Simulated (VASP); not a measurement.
The system is NaLiCl2.

```
CELL_PARAMETERS angstrom
1.89160 1.09211 6.24764
-1.89160 1.09211 6.24764
0.00000 -2.18423 6.24764
ATOMIC_POSITIONS crystal
Li 0.00000 0.00000 0.00000
Na 0.50000 0.50000 0.50000
Cl 0.25669 0.25669 0.25669
Cl 0.74331 0.74331 0.74331
```

Base run:

```yaml
Program: VASP 6.6.1
Functional: r2SCAN
Potentials_or_basis: VASP PAW PBE potentials, release 64 (Li_sv, Na_pv, Cl)
Cutoff: 520 eV
k_mesh: 6 × 6 × 6
Occupations: gaussian, width 0.01 eV
Spin: no spin polarisation
```

Its results: band gap on the k mesh 6.47 eV, direct; largest force 0.010 eV/Å.

Problem. The run is repeated on the same cell with these changes: functional from r2SCAN to PBE. What comes out?

Solution. Band gap on the k mesh 5.60 eV, direct; largest force 0.068 eV/Å.

r2SCAN gives the wider gap, since meta-GGAs in the generalised Kohn-Sham scheme recover part of the derivative discontinuity.

Caveats: the PAW data sets were made with another functional, which shifts forces and pressure a little (some runs).

A k mesh can miss the band edges.
